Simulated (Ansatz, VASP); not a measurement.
Ni in VASP and in Ansatz

```
Ni
1.0
     2.44376    0.00000    0.00000
    -1.22188    2.11635    0.00000
     0.00000    0.00000    7.99793
Ni
4
Direct
  0.00000 0.00000 0.00000
  0.00000 0.00000 0.50000
  0.33333 0.66667 0.25000
  0.66667 0.33333 0.75000
```

Alike in both runs: task single point; functional RPBE; k mesh 16 × 16 × 5; occupations fermi-dirac, width 0.05 eV; collinear spin.

```csv
,VASP,Ansatz
version,VASP 6.6.1,Ansatz 0.2.0
potentials or method,"VASP PAW PBE potentials, release 64 (Ni), cutoff 520 eV","plane waves (420 eV) with PAW, scalar-relativistic"
valence electrons in the cell,40,72
```

Ansatz gave:

| Item | Value |
| --- | --- |
| pressure (GPa) | 17.8 |
| traceless stress, the component that is largest in VASP (GPa) | 0.46 |
| net moment per atom (μB) | 0.61 |
| size of the moment on the site where the two differ most (μB) | 0.65 |

Question: Which values does VASP return?

Answer: Pressure (GPa): 17.7; traceless stress, the component that is largest in VASP (GPa): 0.49; net moment per atom (μB): 0.60; size of the moment on the site where the two differ most (μB): 0.61.

VASP's potentials were made for PBE, not for RPBE. Site moments also hang on the region over which each program counts them. VASP's potentials hold 40 valence electrons a cell and Ansatz's 72, so a difference there can come from the potentials and not from the codes.
